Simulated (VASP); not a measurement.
A run of VASP 6.6.1 is set up as follows.

INCAR

```
SYSTEM = GaGe
  PREC = Accurate
  ENCUT = 600
  EDIFF = 1E-6
  ISMEAR = -1
  SIGMA = 0.05
  LREAL = .False.
  LASPH = .True.
  NELM = 100
  ALGO = Normal
  ISIF = 3
  LWAVE = .False.
  LCHARG = .False.
  GGA = RP
  IBRION = 2
  NSW = 60
  EDIFFG = -0.01
```

The input KPOINTS:

```
Automatic mesh
0
Gamma
  8 8 8
  0 0 0
```

File POSCAR:

```
GaGe
1.0
    0.0000000000      2.8978440000      2.8978440000
    2.8978440000      0.0000000000      2.8978440000
    2.8978440000      2.8978440000      0.0000000000
Ge Ga
1 1
Direct
    0.0000000000      0.0000000000      0.0000000000
    0.2500000000      0.2500000000      0.2500000000
```

Potentials or basis: VASP PAW PBE potentials, release 64 (Ge_d, Ga_d).

Run with:

```bash
$ cat potpaw_PBE.64/Ge_d/POTCAR potpaw_PBE.64/Ga_d/POTCAR > POTCAR
$ mpirun -np 1 vasp_std > vasp.out
```

Task: Predict the relaxed volume.

Result: 25.33 Å³/atom.

Task: What does it give for the relaxed cell?

Result: a = 4.153 Å, b = 4.153 Å, c = 4.153 Å, α = 60.00°, β = 60.00°, γ = 60.00°.

The path:
```tsv
step	energy change (eV)	largest force (eV/Å)	pressure (GPa)	volume (Å³)
1	0.0000	0.0000	1.90	48.67
2	-0.0116	0.0000	0.21	50.73
3	-0.0113	0.0000	-0.09	51.01
4	-0.0114	0.0000	-0.19	50.93
5	-0.0115	0.0000	-0.20	50.83
6	-0.0115	0.0000	-0.08	50.78
7	-0.0116	0.0000	-0.08	50.69
8	-0.0114	0.0000	0.21	50.42
9	-0.0116	0.0000	0.19	50.61
10	-0.0116	0.0000	0.05	50.67
```

Caveat: the PAW data sets were made with another functional, which shifts forces and pressure a little.
